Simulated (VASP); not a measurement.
# HfN (lda) (Fm-3m) in VASP: a series of runs

Runs on HfN (lda). Level: LDA. Tasks: single point, relaxation of cell and atoms.

Everything below comes from runs of VASP 6.6.1. Logs are shortened: lines on timing, memory, paths and dates and some standing lists are left out, and cuts for length are marked.

## 1. The cell of the first run

It takes space group Fm-3m (No. 225, cubic). Conventional cell: a = 4.512 Å, b = 4.512 Å, c = 4.512 Å, α = 90.00°, β = 90.00°, γ = 90.00°. Within 3.0 Å of Hf (site symmetry m-3m) lie 6 N at 2.26 Å. Within 3.0 Å of N (site symmetry m-3m) lie 6 Hf at 2.26 Å.

## 2. Single point, LDA

INCAR

```
SYSTEM = HfN
PREC = Accurate
ENCUT = 520
EDIFF = 1E-7
ISMEAR = 0
SIGMA = 0.1
LREAL = .FALSE.
LASPH = .TRUE.
NELM = 60
ALGO = Normal
ISIF = 2
LWAVE = .FALSE.
LCHARG = .TRUE.
GGA = CA
LELF = .TRUE.
LVHAR = .TRUE.
NBANDS = 14
```

KPOINTS

```
Automatic mesh
0
G
  8 8 8
  0 0 0
```

POSCAR

```
HfN
1.0
    0.0000000000      2.2558601200      2.2558601200
    2.2558601200      0.0000000000      2.2558601200
    2.2558601200      2.2558601200      0.0000000000
Hf N
1 1
Direct
    0.0000000000      0.0000000000      0.0000000000
    0.5000000000      0.5000000000      0.5000000000
```

Potentials or basis: VASP PAW LDA potentials, release 64 (Hf_pv, N).

The run is started by

```
$ cat potpaw_LDA.64/Hf_pv/POTCAR potpaw_LDA.64/N/POTCAR > POTCAR
$ mpirun -np 1 vasp_std > vasp.out
```

OUTCAR:

```text
SYSTEM = HfN
   PREC = Accurate
   ENCUT = 520
   EDIFF = 1E-7
   ISMEAR = 0
   LREAL = .FALSE.
   LASPH = .TRUE.
   NELM = 60
   ISIF = 2
   GGA = CA

 ion  position               nearest neighbor table
   1  0.000  0.000  0.000-   2 2.26   2 2.26   2 2.26   2 2.26   2 2.26   2 2.26
   2  0.500  0.500  0.500-   1 2.26   1 2.26   1 2.26   1 2.26   1 2.26   1 2.26

  LATTYP: Found a face centered cubic cell.
 ALAT       =     4.5117202400

  Lattice vectors:

 A1 = (   0.0000000000,   2.2558601200,   2.2558601200)
 A2 = (   2.2558601200,   0.0000000000,   2.2558601200)
 A3 = (   2.2558601200,   2.2558601200,   0.0000000000)

Analysis of symmetry for initial positions (statically):
=====================================================================
 Subroutine PRICEL returns:
 Original cell was already a primitive cell.

 Routine SETGRP: Setting up the symmetry group for a
 face centered cubic supercell.

 Subroutine GETGRP returns: Found 48 space group operations
 (whereof 48 operations were pure point group operations)
 out of a pool of 48 trial point group operations.

The static configuration has the point symmetry O_h .

Analysis of symmetry for dynamics (positions and initial velocities):
=====================================================================
 Subroutine PRICEL returns:
 Original cell was already a primitive cell.

 Routine SETGRP: Setting up the symmetry group for a
 face centered cubic supercell.

 Subroutine GETGRP returns: Found 48 space group operations
 (whereof 48 operations were pure point group operations)
 out of a pool of 48 trial point group operations.

The dynamic configuration has the point symmetry O_h .

 Subroutine INISYM returns: Found 48 space group operations
 (whereof 48 operations are pure point group operations),
 and found     1 'primitive' translations

----------------------------------------------------------------------------------------

                                     Primitive cell

  volume of cell :      22.9597

  direct lattice vectors                    reciprocal lattice vectors
     0.000000000  2.255860120  2.255860120    -0.221644948  0.221644948  0.221644948
     2.255860120  0.000000000  2.255860120     0.221644948 -0.221644948  0.221644948
     2.255860120  2.255860120  0.000000000     0.221644948  0.221644948 -0.221644948

  length of vectors
     3.190267977  3.190267977  3.190267977     0.383900312  0.383900312  0.383900312

  position of ions in fractional coordinates (direct lattice)
     0.000000000  0.000000000  0.000000000
     0.500000000  0.500000000  0.500000000

  ion indices of the primitive-cell ions
   primitive index   ion index
                 1           1
                 2           2

----------------------------------------------------------------------------------------

 KPOINTS: Automatic mesh

Automatic generation of k-mesh.
 Grid dimensions read from file:
 generate k-points for:    8    8    8

 Generating k-lattice:

  Cartesian coordinates                     Fractional coordinates (reciprocal lattice)
    -0.027705619  0.027705619  0.027705619     0.125000000  0.000000000  0.000000000
     0.027705619 -0.027705619  0.027705619     0.000000000  0.125000000  0.000000000
     0.027705619  0.027705619 -0.027705619     0.000000000  0.000000000  0.125000000

  Length of vectors
     0.047987539  0.047987539  0.047987539

  Shift w.r.t. Gamma in fractional coordinates (k-lattice)
     0.000000000  0.000000000  0.000000000

 Subroutine IBZKPT returns following result:
 ===========================================

 Found     29 irreducible k-points:

 Following reciprocal coordinates:
            Coordinates               Weight
  0.000000  0.000000  0.000000      1.000000
  0.125000  0.000000  0.000000      8.000000
  0.250000  0.000000  0.000000      8.000000
  0.375000  0.000000  0.000000      8.000000
  0.500000  0.000000  0.000000      4.000000
  0.125000  0.125000  0.000000      6.000000
[... 16 lines left out ...]
  0.500000  0.250000  0.125000     48.000000
 -0.375000  0.250000  0.125000     24.000000
 [... further k-points ...]
   k-points           NKPTS =     29   k-points in BZ     NKDIM =     29   number of bands    NBANDS=     14
   number of dos      NEDOS =    301   number of ions     NIONS =      2
   total plane-waves  NPLWV =  13824
   dimension x,y,z NGX =    24 NGY =   24 NGZ =   24
   dimension x,y,z NGXF=    48 NGYF=   48 NGZF=   48
   ions per type =               1   1
   NGX,Y,Z   is equivalent  to a cutoff of  12.51, 12.51, 12.51 a.u.
   NGXF,Y,Z  is equivalent  to a cutoff of  25.01, 25.01, 25.01 a.u.
 SYSTEM =  HfN
   PREC   = accura    normal or accurate (medium, high low for compatibility)
   ISTART =      0    job   : 0-new  1-cont  2-samecut
   ICHARG =      2    charge: 1-file 2-atom 10-const
   ISPIN  =      1    spin polarized calculation?
   LNONCOLLINEAR =      F non collinear calculations
   LSORBIT =      F    spin-orbit coupling
   LASPH  =      T    aspherical Exc in radial PAW
   ENCUT  =  520.0 eV  38.22 Ry    6.18 a.u.   5.93  5.93  5.93*2*pi/ulx,y,z
   NELM   =     60;   NELMIN=  2; NELMDL= -5     # of ELM steps
   EDIFF  = 0.1E-06   stopping-criterion for ELM
   LREAL  =      F    real-space projection
   EDIFFG = 0.1E-05   stopping-criterion for IOM
   NSW    =      0    number of steps for IOM
   IBRION =     -1    ionic relax: 0-MD 1-quasi-New 2-CG
   NFREE  =      0    steps in history (QN), initial steepest desc. (CG)
   ISIF   =      2    stress and relaxation
   ISYM   =      2    0-nonsym 1-usesym 2-fastsym
   POTIM  = 0.5000    time-step for ionic-motion
   TEBEG  =    0.0;   TEEND  =   0.0 temperature during run
   PSTRESS=    0.0 pullay stress
   NELECT =      15.0000    total number of electrons
   NUPDOWN=      -1.0000    fix difference up-down
   EMIN   =  10.00;   EMAX   =-10.00  energy-range for DOS
   EFERMI =   0.00;   METHOD = LEGACY
   ISMEAR =     0;   SIGMA  =   0.10  broadening in eV -4-tet -1-fermi 0-gaus
   EFERMI_NEDOS =   21; number of points for ismear=-14 and -15
   IALGO  =     38    algorithm
   IMIX   =      4    mixing-type and parameters
     AMIX     =   0.40;   BMIX     =  1.00
     AMIX_MAG =   1.60;   BMIX_MAG =  1.00
  volume/ion in A,a.u.               =      11.48        77.47
  Fermi-wavevector in a.u.,A,eV,Ry     =   1.420528  2.684408 27.455188  2.017899
  Thomas-Fermi vector in A             =   2.541434
   LORBIT       =      0    0 simple, 1 ext, 2 COOP (PROOUT), +10 PAW based schemes
   GGA     = CA    functional components
   LHFCALC =     F    Hartree Fock is set to
   AEXX    =    0.0000 exact exchange contribution
   IVDW    =     0    specifies the selected vdW correction
   LEPSILON=     F    determine dielectric tensor
   LRPA    =     F    only Hartree local field effects (RPA)
 non-spin polarized calculation
 Gauss-broadening in eV      SIGMA  =   0.10
  energy-cutoff  :      520.00
  volume of cell :       22.96
 maximum number of plane-waves:       636
   NGX = 11   NGY = 11   NGZ = 11

 number of electron      14.9999998 magnetization

 Free energy of the ion-electron system (eV)
  ---------------------------------------------------
  ext. energy  EPLUGINS =         0.00000000
  ---------------------------------------------------
  free energy    TOTEN  =       -23.83246526 eV

  energy without entropy =      -23.82811768  energy(sigma->0) =      -23.83029147

 E-fermi :   8.2170     XC(G=0): -13.0018

 val. band max:        8.1720443936   @ k =   0.1250   0.0000   0.0000
 cond. band min:       8.2322975107   @ k =   0.3750   0.1250   0.0000
 fundamental gap:      0.0602531170
 Fermi energy:         8.2170345529

 k-point     1 :       0.0000    0.0000    0.0000
  band No.  band energies     occupation
      1     -22.6994      2.00000
      2     -22.6994      2.00000
      3     -22.6994      2.00000
      4      -9.0168      2.00000
      5       5.2884      2.00000
      6       5.2884      2.00000
      7       5.2884      2.00000
      8       7.8337      2.00000
      9       7.8337      2.00000
     10       7.8337      2.00000
     11      10.1440      0.00000
     12      10.1440      0.00000
     13      10.2639      0.00000
     14      17.8907      0.00000

 k-point     2 :       0.1250    0.0000    0.0000
  band No.  band energies     occupation
      1     -22.8585      2.00000
      2     -22.7127      2.00000
      3     -22.7127      2.00000
      4      -8.6541      2.00000
      5       3.9674      2.00000
      6       4.4804      2.00000
      7       4.4804      2.00000
      8       8.1720      1.47539
      9       8.3288      0.11389
     10       8.3288      0.11389
     11      11.2686      0.00000
     12      11.2691      0.00000
     13      11.2691      0.00000
     14      19.0538      0.00000

 k-point     3 :       0.2500    0.0000    0.0000
  band No.  band energies     occupation
      1     -23.2213      2.00000
      2     -22.7446      2.00000
      3     -22.7446      2.00000
      4      -7.7365      2.00000
      5       1.8532      2.00000
      6       3.2371      2.00000
      7       3.2371      2.00000
      8       8.8134      0.00000
      9       9.5310      0.00000
     10       9.5310      0.00000
     11      13.0480      0.00000
     12      13.5574      0.00000
     13      13.5574      0.00000
     14      19.5761      0.00000

 k-point     4 :       0.3750    0.0000    0.0000
  band No.  band energies     occupation
      1     -23.5585      2.00000
      2     -22.7762      2.00000
      3     -22.7762      2.00000
      4      -6.6913      2.00000
      5       0.1086      2.00000
      6       2.3670      2.00000
      7       2.3670      2.00000
      8      10.1029      0.00000
      9      11.0678      0.00000
     10      11.0678      0.00000
     11      13.7575      0.00000
     12      15.8568      0.00000
     13      15.8568      0.00000
     14      19.5544      0.00000

 k-point     5 :       0.5000    0.0000    0.0000
  band No.  band energies     occupation
      1     -23.6918      2.00000
      2     -22.7891      2.00000
      3     -22.7891      2.00000
      4      -6.1758      2.00000
      5      -0.6273      2.00000
      6       2.0632      2.00000
      7       2.0632      2.00000
      8      11.5258      0.00000
      9      11.9119      0.00000
     10      11.9119      0.00000
     11      12.8097      0.00000
[... 276 lines left out ...]
 k-point    22 :       0.3750    0.2500    0.1250
  band No.  band energies     occupation
      1     -23.2859      2.00000
      2     -22.9233      2.00000
      3     -22.7966      2.00000
      4      -7.4348      2.00000
      5       1.1914      2.00000
      6       3.1440      2.00000
      7       3.5730      2.00000
      8       7.4493      2.00000
      9      11.0268      0.00000
     10      11.5348      0.00000
     11      11.8801      0.00000
     12      13.5965      0.00000
     13      16.5650      0.00000
     14      19.5710      0.00000

 k-point    23 :       0.5000    0.2500    0.1250
  band No.  band energies     occupation
      1     -23.4602      2.00000
      2     -23.0146      2.00000
      3     -22.8447      2.00000
      4      -6.9457      2.00000
      5       0.7353      2.00000
      6       2.5364      2.00000
      7       2.9814      2.00000
      8       8.4764      0.00024
      9      11.7398      0.00000
     10      11.9759      0.00000
     11      13.2578      0.00000
     12      15.5257      0.00000
     13      17.4085      0.00000
     14      19.3641      0.00000

 k-point    24 :      -0.3750    0.2500    0.1250
  band No.  band energies     occupation
      1     -23.5344      2.00000
      2     -23.0386      2.00000
      3     -22.8740      2.00000
      4      -6.7454      2.00000
      5       0.5430      2.00000
      6       2.5279      2.00000
      7       2.5711      2.00000
      8       9.8808      0.00000
      9      10.2968      0.00000
     10      12.5808      0.00000
     11      14.6676      0.00000
     12      16.0169      0.00000
     13      17.6870      0.00000
     14      18.9210      0.00000

 [... further k-points ...]

------------------------ aborting loop because EDIFF is reached ----------------------------------------

  FORCE on cell =-STRESS in cart. coord.  units (eV):
  Direction    XX          YY          ZZ          XY          YZ          ZX
  --------------------------------------------------------------------------------------
  -------------------------------------------------------------------------------------
  Total       -1.3291035     -1.3291035     -1.3291035      0.0000000      0.0000000     -0.0000000
  in kB      -92.7476467    -92.7476467    -92.7476467      0.0000000      0.0000000     -0.0000000
  external PRESSURE =     -92.7476467 kB  Pullay stress =       0.0000000 kB

 VOLUME and BASIS-vectors are now :
 -----------------------------------------------------------------------------
  energy-cutoff  :      520.00
  volume of cell :       22.96
      direct lattice vectors                 reciprocal lattice vectors
     0.000000000  2.255860120  2.255860120    -0.221644948  0.221644948  0.221644948
     2.255860120  0.000000000  2.255860120     0.221644948 -0.221644948  0.221644948
     2.255860120  2.255860120  0.000000000     0.221644948  0.221644948 -0.221644948

 POSITION                                       TOTAL-FORCE (eV/Angst)
 -----------------------------------------------------------------------------------
      0.00000      0.00000      0.00000        -0.000000     -0.000000      0.000000
      2.25586      2.25586      2.25586         0.000000      0.000000      0.000000
 -----------------------------------------------------------------------------------
    total drift:                                0.000000     -0.000000     -0.000000

  FREE ENERGIE OF THE ION-ELECTRON SYSTEM (eV)
  ---------------------------------------------------
  free  energy   TOTEN  =       -23.8324652600 eV

  energy  without entropy=      -23.8281176819  energy(sigma->0) =      -23.83029147
```

Wall time 10 s (1 thread of Intel Xeon Platinum 8259CL at 2.50GHz (Skylake/Cascade Lake), shared host); peak memory 0.13 GiB.

Results:

- Free energy: -23.8325 eV
- Pressure: -9.3 GPa

Levels at points of the mesh, in eV from the Fermi level:
```csv
k point,band 4,band 5,band 6,band 7,band 8,band 9,band 10,band 11,band 12,band 13
"(0.00, 0.00, 0.00)",-17.23,-2.93,-2.93,-2.93,-0.38,-0.38,-0.38,1.93,1.93,2.05
"(0.50, 0.00, 0.00)",-14.39,-8.84,-6.15,-6.15,3.31,3.69,3.69,4.59,8.88,8.88
"(0.50, 0.50, 0.00)",-16.12,-5.27,-3.83,-3.58,-3.58,4.07,5.53,5.53,5.73,8.01
```

Caveat: spin-orbit coupling is left out, which moves the levels of the heavy elements.

## 3. Single point, LDA

This run uses another cell than the first one, of 11.15 Å³/atom, 0.971 times its volume.

INCAR

```
ALGO = Normal
EDIFF = 1E-7
ENCUT = 520
GGA = CA
ISIF = 2
ISMEAR = 0
LASPH = True
LCHARG = False
LREAL = False
LWAVE = False
NBANDS = 14
NELM = 100
PREC = Accurate
SIGMA = 0.1
```

KPOINTS

```
k-points
0
Gamma
  16 16 16
```

POSCAR

```
HfN
1.0
    0.0000000000      2.2341135842      2.2341135842
    2.2341135842      0.0000000000      2.2341135842
    2.2341135842      2.2341135842      0.0000000000
Hf N
1 1
Direct
    0.0000000000      0.0000000000      0.0000000000
    0.5000000000      0.5000000000      0.5000000000
```

Potentials or basis: VASP PAW LDA potentials, release 64 (Hf_pv, N).

The run is started by

```
$ cat potpaw_LDA.64/Hf_pv/POTCAR potpaw_LDA.64/N/POTCAR > POTCAR
$ mpirun -np 1 vasp_std > vasp.out
```

Wall time 37 s (1 thread of Intel Xeon Platinum 8259CL at 2.50GHz (Skylake/Cascade Lake), shared host); peak memory 0.16 GiB.

The run converged. Its results:

- Free energy: -23.8722 eV
- Pressure: -1.3 GPa

Levels at points of the mesh, in eV from the Fermi level:
```
           k point  band 6  band 7  band 8  band 9  band 10  band 11
(0.00, 0.00, 0.00)   -2.98   -2.98   -0.40   -0.40    -0.40     2.00
(0.50, 0.00, 0.00)   -6.32   -6.32    3.44    3.84     3.84     4.74
(0.50, 0.50, 0.00)   -3.97   -3.61   -3.61    4.23     5.76     5.76
```

Caveat: spin-orbit coupling is left out, which moves the levels of the heavy elements.

[end of part 1 of 2]
